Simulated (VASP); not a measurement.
**Pb: single point with PBEsol**

Crystal: Pb.

```
CELL_PARAMETERS angstrom
0.00000 3.54608 3.54608
3.54608 0.00000 3.54608
3.54608 3.54608 0.00000
ATOMIC_POSITIONS crystal
Pb 0.12500 0.12500 0.12500
Pb 0.87500 0.87500 0.87500
```

This cell differs from its parent crystal: volume scaled by 1.08.

| Property | Result |
| --- | --- |
| Program | VASP 6.6.1 |
| Task | single point |
| Functional | PBEsol |
| Potentials or basis | VASP PAW PBE potentials, release 64 (Pb_d) |
| Cutoff | 520 eV |
| k mesh | 9 × 9 × 9 |
| Occupations | fermi-dirac, width 0.1 eV |
| Spin | no spin polarisation |
| Dipole correction | no |
| Further INCAR settings | ALGO = Normal; EDIFF = 1e-07; NBANDS = 21 |

```yaml
Pressure: -2.0 GPa
Band_gap_on_the_k_mesh: zero (band 14 reaches 3.74 eV, above the bottom of band 15 at 2.75 eV)
```

Levels at points of the mesh, in eV from the Fermi level:
| k point | band 11 | band 12 | band 13 | band 14 | band 15 | band 16 | band 17 | band 18 |
| --- | --- | --- | --- | --- | --- | --- | --- | --- |
| (0.00, 0.00, 0.00) | -10.64 | -4.41 | 0.37 | 0.37 | 0.37 | 2.34 | 2.34 | 2.34 |

Run time: 66 s on 1 thread of Intel(R) Xeon(R) Platinum 8375C CPU @ 2.90GHz (Ice Lake), on a shared host, peak memory 0.25 GiB.

Caveat: the PAW data sets were made with another functional, which shifts forces and pressure a little; spin-orbit coupling is left out, which moves the levels of the heavy elements.
